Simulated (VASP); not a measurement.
# BN in VASP: a series of runs

The runs below take BN through single point, with PBE, r2SCAN, HSE06.

Everything below comes from runs of VASP 6.6.1. Logs are shortened: lines on timing, memory, paths and dates and some standing lists are left out, and cuts for length are marked.

## (1) The cell of the first run

The structure is cubic, space group F-43m (No. 216). The conventional cell has a = 3.509 Å, b = 3.509 Å, c = 3.509 Å, α = 90.00°, β = 90.00°, γ = 90.00°. Within 2.0 Å of B (site symmetry -43m) lie 4 N at 1.52 Å. Within 2.0 Å of N (site symmetry -43m) lie 4 B at 1.52 Å.

## (2) Single point, PBE (strain -2.8%)

Contents of INCAR:

```
SYSTEM = BN
  PREC = Accurate
  ENCUT = 520
  EDIFF = 1E-6
  ISMEAR = -1
  SIGMA = 0.02
  LREAL = .False.
  LASPH = .True.
  NELM = 100
  ALGO = Normal
  ISIF = 2
  LWAVE = .False.
  LCHARG = .False.
  GGA = PE
  NBANDS = 11
```

Contents of KPOINTS:

```
regular mesh
0
Gamma
  12 12 12
  0 0 0
```

Contents of POSCAR:

```
BN
1.0
    0.0000000000      1.7546504316      1.7546504316
    1.7546504316      0.0000000000      1.7546504316
    1.7546504316      1.7546504316      0.0000000000
B N
1 1
Direct
    0.0000000000      0.0000000000      0.0000000000
    0.2500000000      0.2500000000      0.2500000000
```

Potentials or basis: VASP PAW PBE potentials, release 64 (B, N).

Started as:

```sh
cat potpaw_PBE.64/B/POTCAR potpaw_PBE.64/N/POTCAR > POTCAR
mpirun -np 1 vasp_std > vasp.out
```

OUTCAR:

```text
SYSTEM = BN
   PREC = Accurate
   ENCUT = 520
   EDIFF = 1E-6
   ISMEAR = -1
   LREAL = .False.
   LASPH = .True.
   NELM = 100
   ISIF = 2
   GGA = PE

 ion  position               nearest neighbor table
   1  0.000  0.000  0.000-   2 1.52   2 1.52   2 1.52   2 1.52
   2  0.250  0.250  0.250-   1 1.52   1 1.52   1 1.52   1 1.52

  LATTYP: Found a face centered cubic cell.
 ALAT       =     3.5093008632

  Lattice vectors:

 A1 = (   0.0000000000,   1.7546504316,   1.7546504316)
 A2 = (   1.7546504316,   0.0000000000,   1.7546504316)
 A3 = (   1.7546504316,   1.7546504316,   0.0000000000)

Analysis of symmetry for initial positions (statically):
=====================================================================
 Subroutine PRICEL returns:
 Original cell was already a primitive cell.

 Routine SETGRP: Setting up the symmetry group for a
 face centered cubic supercell.

 Subroutine GETGRP returns: Found 24 space group operations
 (whereof 24 operations were pure point group operations)
 out of a pool of 48 trial point group operations.

The static configuration has the point symmetry T_d .

Analysis of symmetry for dynamics (positions and initial velocities):
=====================================================================
 Subroutine PRICEL returns:
 Original cell was already a primitive cell.

 Routine SETGRP: Setting up the symmetry group for a
 face centered cubic supercell.

 Subroutine GETGRP returns: Found 24 space group operations
 (whereof 24 operations were pure point group operations)
 out of a pool of 48 trial point group operations.

The dynamic configuration has the point symmetry T_d .

 Subroutine INISYM returns: Found 24 space group operations
 (whereof 24 operations are pure point group operations),
 and found     1 'primitive' translations

----------------------------------------------------------------------------------------

                                     Primitive cell

  volume of cell :      10.8044

  direct lattice vectors                    reciprocal lattice vectors
     0.000000000  1.754650432  1.754650432    -0.284957044  0.284957044  0.284957044
     1.754650432  0.000000000  1.754650432     0.284957044 -0.284957044  0.284957044
     1.754650432  1.754650432  0.000000000     0.284957044  0.284957044 -0.284957044

  length of vectors
     2.481450438  2.481450438  2.481450438     0.493560078  0.493560078  0.493560078

  position of ions in fractional coordinates (direct lattice)
     0.000000000  0.000000000  0.000000000
     0.250000000  0.250000000  0.250000000

  ion indices of the primitive-cell ions
   primitive index   ion index
                 1           1
                 2           2

----------------------------------------------------------------------------------------

 KPOINTS: regular mesh

Automatic generation of k-mesh.
 Grid dimensions read from file:
 generate k-points for:   12   12   12

 Generating k-lattice:

  Cartesian coordinates                     Fractional coordinates (reciprocal lattice)
    -0.023746420  0.023746420  0.023746420     0.083333333  0.000000000  0.000000000
     0.023746420 -0.023746420  0.023746420     0.000000000  0.083333333  0.000000000
     0.023746420  0.023746420 -0.023746420     0.000000000  0.000000000  0.083333333

  Length of vectors
     0.041130006  0.041130006  0.041130006

  Shift w.r.t. Gamma in fractional coordinates (k-lattice)
     0.000000000  0.000000000  0.000000000

 Subroutine IBZKPT returns following result:
 ===========================================

 Found     72 irreducible k-points:

 Following reciprocal coordinates:
            Coordinates               Weight
  0.000000  0.000000  0.000000      1.000000
  0.083333  0.000000  0.000000      8.000000
  0.166667  0.000000  0.000000      8.000000
  0.250000  0.000000  0.000000      8.000000
  0.333333  0.000000  0.000000      8.000000
  0.416667  0.000000  0.000000      8.000000
[... 16 lines left out ...]
  0.500000  0.166667  0.000000     24.000000
 -0.416667  0.166667  0.000000     24.000000
 [... further k-points ...]
   k-points           NKPTS =     72   k-points in BZ     NKDIM =     72   number of bands    NBANDS=     11
   number of dos      NEDOS =    301   number of ions     NIONS =      2
   total plane-waves  NPLWV =   5832
   dimension x,y,z NGX =    18 NGY =   18 NGZ =   18
   dimension x,y,z NGXF=    36 NGYF=   36 NGZF=   36
   ions per type =               1   1
   NGX,Y,Z   is equivalent  to a cutoff of  12.06, 12.06, 12.06 a.u.
   NGXF,Y,Z  is equivalent  to a cutoff of  24.12, 24.12, 24.12 a.u.
 SYSTEM =  BN
   PREC   = accura    normal or accurate (medium, high low for compatibility)
   ISTART =      0    job   : 0-new  1-cont  2-samecut
   ICHARG =      2    charge: 1-file 2-atom 10-const
   ISPIN  =      1    spin polarized calculation?
   LNONCOLLINEAR =      F non collinear calculations
   LSORBIT =      F    spin-orbit coupling
   LASPH  =      T    aspherical Exc in radial PAW
   ENCUT  =  520.0 eV  38.22 Ry    6.18 a.u.   4.61  4.61  4.61*2*pi/ulx,y,z
   NELM   =    100;   NELMIN=  2; NELMDL= -5     # of ELM steps
   EDIFF  = 0.1E-05   stopping-criterion for ELM
   LREAL  =      F    real-space projection
   EDIFFG = 0.1E-04   stopping-criterion for IOM
   NSW    =      0    number of steps for IOM
   IBRION =     -1    ionic relax: 0-MD 1-quasi-New 2-CG
   NFREE  =      0    steps in history (QN), initial steepest desc. (CG)
   ISIF   =      2    stress and relaxation
   ISYM   =      2    0-nonsym 1-usesym 2-fastsym
   POTIM  = 0.5000    time-step for ionic-motion
   TEBEG  =    0.0;   TEEND  =   0.0 temperature during run
   PSTRESS=    0.0 pullay stress
   NELECT =       8.0000    total number of electrons
   NUPDOWN=      -1.0000    fix difference up-down
   EMIN   =  10.00;   EMAX   =-10.00  energy-range for DOS
   EFERMI =   0.00;   METHOD = LEGACY
   ISMEAR =    -1;   SIGMA  =   0.02  broadening in eV -4-tet -1-fermi 0-gaus
   EFERMI_NEDOS =   21; number of points for ismear=-14 and -15
   IALGO  =     38    algorithm
   IMIX   =      4    mixing-type and parameters
     AMIX     =   0.40;   BMIX     =  1.00
     AMIX_MAG =   1.60;   BMIX_MAG =  1.00
  volume/ion in A,a.u.               =       5.40        36.46
  Fermi-wavevector in a.u.,A,eV,Ry     =   1.481054  2.798786 29.844664  2.193521
  Thomas-Fermi vector in A             =   2.595012
   LORBIT       =      0    0 simple, 1 ext, 2 COOP (PROOUT), +10 PAW based schemes
   GGA     = PE    functional components
   LHFCALC =     F    Hartree Fock is set to
   AEXX    =    0.0000 exact exchange contribution
   IVDW    =     0    specifies the selected vdW correction
   LEPSILON=     F    determine dielectric tensor
   LRPA    =     F    only Hartree local field effects (RPA)
 non-spin polarized calculation
  energy-cutoff  :      520.00
  volume of cell :       10.80
 maximum number of plane-waves:       303
   NGX =  9   NGY =  9   NGZ =  9

 number of electron       7.9999998 magnetization

 Free energy of the ion-electron system (eV)
  ---------------------------------------------------
  ext. energy  EPLUGINS =         0.00000000
  ---------------------------------------------------
  free energy    TOTEN  =       -17.30917156 eV

  energy without entropy =      -17.30917156  energy(sigma->0) =      -17.30917156

 E-fermi :   9.0355     XC(G=0): -13.2672

 val. band max:        8.5398767528   @ k =   0.0000   0.0000   0.0000
 cond. band min:      13.0881174655   @ k =   0.5000   0.5000   0.0000
 fundamental gap:      4.5482407126
 Fermi energy:         9.0354960720

 k-point     1 :       0.0000    0.0000    0.0000
  band No.  band energies     occupation
      1     -12.7393      2.00000
      2       8.5399      2.00000
      3       8.5399      2.00000
      4       8.5399      2.00000
      5      17.7853      0.00000
      6      17.7853      0.00000
      7      17.7853      0.00000
      8      20.3767      0.00000
      9      35.0072      0.00000
     10      37.4188      0.00000
     11      37.4188      0.00000

 k-point     2 :       0.0833    0.0000    0.0000
  band No.  band energies     occupation
      1     -12.5582      2.00000
      2       7.5700      2.00000
      3       8.3403      2.00000
      4       8.3403      2.00000
      5      18.0881      0.00000
      6      18.0881      0.00000
      7      18.1107      0.00000
      8      20.8815      0.00000
      9      34.5559      0.00000
     10      35.0458      0.00000
     11      35.0458      0.00000

 k-point     3 :       0.1667    0.0000    0.0000
  band No.  band energies     occupation
      1     -12.0200      2.00000
      2       5.3328      2.00000
      3       7.8576      2.00000
      4       7.8576      2.00000
      5      18.6449      0.00000
      6      18.7844      0.00000
      7      18.7844      0.00000
      8      22.1038      0.00000
      9      33.3890      0.00000
     10      33.3890      0.00000
     11      33.7136      0.00000

 k-point     4 :       0.2500    0.0000    0.0000
  band No.  band energies     occupation
      1     -11.1464      2.00000
      2       2.6958      2.00000
      3       7.3042      2.00000
      4       7.3042      2.00000
      5      19.1260      0.00000
      6      19.4292      0.00000
      7      19.4292      0.00000
      8      23.3261      0.00000
      9      32.9971      0.00000
     10      32.9971      0.00000
     11      33.1366      0.00000
[... 239 lines left out ...]
 k-point    22 :       0.4167    0.1667    0.0000
  band No.  band energies     occupation
      1      -9.0128      2.00000
      2      -0.2084      2.00000
      3       5.1860      2.00000
      4       5.3014      2.00000
      5      17.4801      0.00000
      6      21.9813      0.00000
      7      22.1918      0.00000
      8      23.2991      0.00000
      9      30.0662      0.00000
     10      36.5269      0.00000
     11      38.3334      0.00000

 k-point    23 :       0.5000    0.1667    0.0000
  band No.  band energies     occupation
      1      -7.9124      2.00000
      2      -1.9407      2.00000
      3       4.5491      2.00000
      4       5.3851      2.00000
      5      17.8185      0.00000
      6      21.8954      0.00000
      7      22.0149      0.00000
      8      24.7094      0.00000
      9      30.4436      0.00000
     10      36.7769      0.00000
     11      37.5376      0.00000

 k-point    24 :      -0.4167    0.1667    0.0000
  band No.  band energies     occupation
      1      -7.6931      2.00000
      2      -2.2507      2.00000
      3       4.1083      2.00000
      4       5.7323      2.00000
      5      18.2866      0.00000
      6      21.4591      0.00000
      7      21.8979      0.00000
      8      25.4201      0.00000
      9      30.7431      0.00000
     10      35.0246      0.00000
     11      37.0791      0.00000

 [... further k-points ...]

------------------------ aborting loop because EDIFF is reached ----------------------------------------

  FORCE on cell =-STRESS in cart. coord.  units (eV):
  Direction    XX          YY          ZZ          XY          YZ          ZX
  --------------------------------------------------------------------------------------
  -------------------------------------------------------------------------------------
  Total        2.9421169      2.9421169      2.9421169      0.0000000      0.0000000      0.0000000
  in kB      436.2834026    436.2834026    436.2834026      0.0000000      0.0000000      0.0000000
  external PRESSURE =     436.2834026 kB  Pullay stress =       0.0000000 kB

 VOLUME and BASIS-vectors are now :
 -----------------------------------------------------------------------------
  energy-cutoff  :      520.00
  volume of cell :       10.80
      direct lattice vectors                 reciprocal lattice vectors
     0.000000000  1.754650432  1.754650432    -0.284957044  0.284957044  0.284957044
     1.754650432  0.000000000  1.754650432     0.284957044 -0.284957044  0.284957044
     1.754650432  1.754650432  0.000000000     0.284957044  0.284957044 -0.284957044

 POSITION                                       TOTAL-FORCE (eV/Angst)
 -----------------------------------------------------------------------------------
      0.00000      0.00000      0.00000         0.000000      0.000000      0.000000
      0.87733      0.87733      0.87733        -0.000000     -0.000000     -0.000000
 -----------------------------------------------------------------------------------
    total drift:                                0.000000      0.000000     -0.000000

  FREE ENERGIE OF THE ION-ELECTRON SYSTEM (eV)
  ---------------------------------------------------
  free  energy   TOTEN  =       -17.3091715595 eV

  energy  without entropy=      -17.3091715595  energy(sigma->0) =      -17.30917156
```

It took 12 s on 1 thread of Intel Xeon 8259CL, shared host; peak memory 0.12 GiB.

What came out:

```
Free energy            : -17.3092 eV
Pressure               : 43.6 GPa
Band gap on the k mesh : 4.55 eV (least direct gap 9.25 eV)
```

Levels at points of the mesh, in eV from the valence-band top:
```tsv
k point	band 1	band 2	band 3	band 4	band 5	band 6	band 7	band 8	band 9
(0.00, 0.00, 0.00)	-21.28	0.00	0.00	0.00	9.25	9.25	9.25	11.84	26.47
(0.50, 0.00, 0.00)	-16.63	-11.54	-2.11	-2.11	11.20	11.20	11.34	16.18	24.79
(0.50, 0.50, 0.00)	-15.14	-9.52	-5.36	-5.36	4.55	9.73	19.33	19.33	22.37
```

Caveat: the cell differs from its parent crystal (strain -2.8%); the cell stands under pressure.

## (3) Single point, r2SCAN (strain -2.8%)

POSCAR is that of step 2.

Contents of INCAR.step1:

```
PREC = Accurate
ENCUT = 520
ISMEAR = 0
SIGMA = 0.01
LREAL = False
LASPH = True
NELM = 80
NBANDS = 11
GGA = PE
ALGO = Normal
EDIFF = 1E-4
LWAVE = True
LCHARG = False
```

Contents of INCAR.step2:

```
PREC = Accurate
ENCUT = 520
EDIFF = 1E-6
ISMEAR = 0
SIGMA = 0.01
LREAL = False
LASPH = True
NELM = 80
ALGO = Normal
ISIF = 2
LWAVE = False
LCHARG = False
METAGGA = R2SCAN
LMIXTAU = True
NBANDS = 11
ISTART = 1
```

Contents of KPOINTS:

```
Automatic mesh
0
Gamma
  12 12 12
```

Potentials or basis: VASP PAW PBE potentials, release 64 (B, N).

Started as:

```sh
cat potpaw_PBE.64/B/POTCAR potpaw_PBE.64/N/POTCAR > POTCAR
cp INCAR.step1 INCAR
mpirun -np 1 vasp_std > vasp.out
cp INCAR.step2 INCAR
mpirun -np 1 vasp_std > vasp.out
```

OUTCAR:

```text
PREC = Accurate
   ENCUT = 520
   EDIFF = 1E-6
   ISMEAR = 0
   LREAL = False
   LASPH = True
   NELM = 80
   ISIF = 2
   METAGGA = R2SCAN
   ISTART = 1

 ion  position               nearest neighbor table
   1  0.000  0.000  0.000-   2 1.52   2 1.52   2 1.52   2 1.52
   2  0.250  0.250  0.250-   1 1.52   1 1.52   1 1.52   1 1.52

  LATTYP: Found a face centered cubic cell.
 ALAT       =     3.5093008632

  Lattice vectors:

 A1 = (   0.0000000000,   1.7546504316,   1.7546504316)
[... 522 lines left out ...]
------------------------ aborting loop because EDIFF is reached ----------------------------------------

  FORCE on cell =-STRESS in cart. coord.  units (eV):
  Direction    XX          YY          ZZ          XY          YZ          ZX
  --------------------------------------------------------------------------------------
  -------------------------------------------------------------------------------------
  Total        2.7057142      2.7057142      2.7057142     -0.0000000     -0.0000000     -0.0000000
  in kB      401.2274964    401.2274964    401.2274964     -0.0000000     -0.0000000     -0.0000000
  external PRESSURE =     401.2274964 kB  Pullay stress =       0.0000000 kB

 VOLUME and BASIS-vectors are now :
 -----------------------------------------------------------------------------
  energy-cutoff  :      520.00
  volume of cell :       10.80
      direct lattice vectors                 reciprocal lattice vectors
     0.000000000  1.754650432  1.754650432    -0.284957044  0.284957044  0.284957044
     1.754650432  0.000000000  1.754650432     0.284957044 -0.284957044  0.284957044
     1.754650432  1.754650432  0.000000000     0.284957044  0.284957044 -0.284957044

 POSITION                                       TOTAL-FORCE (eV/Angst)
 -----------------------------------------------------------------------------------
      0.00000      0.00000      0.00000         0.000000     -0.000000     -0.000000
      0.87733      0.87733      0.87733        -0.000000      0.000000      0.000000
 -----------------------------------------------------------------------------------
    total drift:                                0.000000      0.000000     -0.000000

  FREE ENERGIE OF THE ION-ELECTRON SYSTEM (eV)
  ---------------------------------------------------
  free  energy   TOTEN  =       -19.0537055555 eV

  energy  without entropy=      -19.0537055555  energy(sigma->0) =      -19.05370556
```

OSZICAR.step1:

```text
N       E                     dE             d eps       ncg     rms          rms(c)
DAV:   1     0.106154421508E+02    0.10615E+02   -0.52709E+03  1616   0.746E+02
DAV:   2    -0.179442884961E+02   -0.28560E+02   -0.27800E+02  1844   0.169E+02
DAV:   3    -0.184255726950E+02   -0.48128E+00   -0.48070E+00  1884   0.187E+01
DAV:   4    -0.184260515404E+02   -0.47885E-03   -0.47884E-03  1698   0.671E-01
DAV:   5    -0.184260519359E+02   -0.39552E-06   -0.39539E-06  1676   0.185E-02    0.725E+00
DAV:   6    -0.174295134092E+02    0.99654E+00   -0.28164E+00  1644   0.101E+01    0.361E+00
DAV:   7    -0.173255819138E+02    0.10393E+00   -0.15283E-01  1788   0.313E+00    0.205E+00
DAV:   8    -0.173088515093E+02    0.16730E-01   -0.39053E-02  1790   0.147E+00    0.245E-01
DAV:   9    -0.173090918461E+02   -0.24034E-03   -0.83763E-04  1683   0.264E-01    0.919E-02
DAV:  10    -0.173091671784E+02   -0.75332E-04   -0.10755E-04  1756   0.884E-02
   1 F= -.17309167E+02 E0= -.17309167E+02  d E =-.114850E-42
```

Run time: 44 s. Hardware: 1 thread of Intel Xeon 8259CL, shared host; peak memory 0.12 GiB.

Results:

| Property | Result |
| --- | --- |
| Free energy | -19.0537 eV |
| Pressure | 40.1 GPa |
| Band gap on the k mesh | 5.08 eV (least direct gap 9.96 eV) |

Caveat: the cell differs from its parent crystal (strain -2.8%); the cell stands under pressure; the PAW data sets were made with another functional, which shifts forces and pressure a little. A k mesh can miss the band edges.

## (4) Single point, PBE (uniaxial x strain +5.7%)

Contents of INCAR:

```
PREC = Accurate
ENCUT = 520
EDIFF = 1E-6
ISMEAR = -1
SIGMA = 0.02
LREAL = F
LASPH = T
NELM = 100
ALGO = Normal
ISIF = 2
LWAVE = F
LCHARG = F
GGA = PE
NBANDS = 11
```

KPOINTS is that of step 3.

Contents of POSCAR:

```
BN
1.0
    0.0000000000      1.8048245542      1.8048245542
    1.9082410012      0.0000000000      1.8048245542
    1.9082410012      1.8048245542      0.0000000000
B N
1 1
Direct
    0.0000000000      0.0000000000      0.0000000000
    0.2500000000      0.2500000000      0.2500000000
```

Started as:

```sh
cat potpaw_PBE.64/B/POTCAR potpaw_PBE.64/N/POTCAR > POTCAR
mpirun -np 1 vasp_std > vasp.out
```

Run time: 25 s. Hardware: 1 thread of Intel Xeon 8259CL, shared host; peak memory 0.13 GiB.

Results (log left out):

| Property | Result |
| --- | --- |
| Free energy | -17.3778 eV |
| Pressure | -14.7 GPa |
| Band gap on the k mesh | 3.92 eV (least direct gap 8.28 eV) |

Stress tensor (GPa, compression positive):
```
-38.13   0.00   0.00
  0.00  -3.00   0.00
  0.00   0.00  -3.00
```

Levels at points of the mesh, in eV from the valence-band top:
```
           k point  band 1  band 2  band 3  band 4  band 5  band 6  band 7  band 8
(0.00, 0.00, 0.00)  -19.85   -0.58    0.00    0.00    8.28    8.28    8.67    9.30
(0.50, 0.00, 0.00)  -15.87  -10.42   -2.46   -1.61    8.62   10.50   10.61   14.55
(0.50, 0.50, 0.00)  -14.37   -8.52   -5.07   -5.07    3.92    8.34   16.47   17.28
(0.00, 0.50, 0.50)  -14.97   -9.29   -4.36   -4.36    4.84    9.59   16.82   16.82
```

Caveat: the cell differs from its parent crystal (uniaxial x strain +5.7%); the cell stands under tension. A k mesh can miss the band edges.

(Continued in part 2 of 2.)
